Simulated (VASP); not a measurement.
A run of VASP 6.6.1 is set up as follows.

File INCAR:

```
SYSTEM = As
ALGO = Normal
EDIFF = 1E-7
ENCUT = 520
ISIF = 2
ISMEAR = -1
LASPH = .True.
LCHARG = .False.
LREAL = .False.
LWAVE = .False.
NBANDS = 12
NELM = 100
PREC = Accurate
SIGMA = 0.05
```

The input KPOINTS:

```
k-points
0
Gamma
  11 11 6
  0 0 0
```

Contents of POSCAR:

```
As
1.0
    3.0031658500      0.0000000000      0.0000000000
   -1.5015829250      2.6008179178      0.0000000000
    0.0000000000      0.0000000000      4.8651286769
As
2
Direct
    0.1933333333      0.5966666667      0.1450000000
    0.8066666667      0.4033333333      0.8550000000
```

Potentials or basis: VASP PAW LDA potentials, release 64 (As).

The run is started by

```bash
$ cat potpaw_LDA.64/As/POTCAR > POTCAR
$ mpirun -np 1 vasp_std > vasp.out
```

Q: Predict the band gap on the k mesh.

A: Zero (band 5 reaches 8.05 eV, above the bottom of band 6 at 5.63 eV).

Q: Predict the pressure.

A: 81.0 GPa.

Q: Estimate the largest force.

A: 26.973 eV/Å.

Forces in eV/Å, atoms in the order of the input:
```
As   13.069   7.545  22.356
As  -13.069  -7.545 -22.356
```

Caveat: the cell differs from its parent crystal (shortest bond scaled by 0.58); forces of over 1 eV/Å act on the atoms, so gaps and moduli don't describe the material at rest.
